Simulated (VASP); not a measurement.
GaN:

```xyz
2
Lattice="0.0000 2.5243 2.5243 2.5243 0.0000 2.5243 2.5243 2.5243 0.0000" Properties=species:S:1:pos:R:3 pbc="T T T"
Ga    0.0000    0.0000    0.0000
N     1.2622    1.2622    1.2622
```

* Program: VASP 6.6.1
* Task: relaxation of cell and atoms
* Functional: PBE
* Potentials or basis: VASP PAW PBE potentials, release 64 (Ga_d, N)
* Cutoff: 600 eV
* k mesh: 6 × 6 × 6
* Occupations: gaussian, width 0.1 eV
* Spin: no spin polarisation

At the start: pressure -26.0 GPa; volume 16.09 Å³/atom.

**Question.** How do energy, volume and symmetry change on relaxing?

**Answer.** Over 3 steps the energy falls by 474.6 meV/atom and the volume is 11.76 Å³/atom (-26.9 %); space group F-43m (No. 216, to 0.05 Å).

Step by step:
| step | energy change (eV) | largest force (eV/Å) | pressure (GPa) | volume (Å³) |
| --- | --- | --- | --- | --- |
| 1 | 0.0000 | 0.0000 | -25.97 | 32.17 |
| 2 | -0.8393 | 0.0000 | 18.85 | 21.50 |
| 3 | -0.9492 | 0.0000 | 0.05 | 23.53 |

Final structure:
```cif
data_structure
_symmetry_space_group_name_H-M 'P 1'
_symmetry_Int_Tables_number 1
_cell_length_a 3.2163
_cell_length_b 3.2163
_cell_length_c 3.2163
_cell_angle_alpha 60.000
_cell_angle_beta 60.000
_cell_angle_gamma 60.000
_cell_volume 23.53
loop_
_atom_site_label
_atom_site_type_symbol
_atom_site_fract_x
_atom_site_fract_y
_atom_site_fract_z
_atom_site_occupancy
Ga1 Ga 0.00000 0.00000 0.00000 1
N1 N 0.25000 0.25000 0.25000 1
```

Caveat: the volume moved by over 15 % at a fixed basis, so the end points are rough.
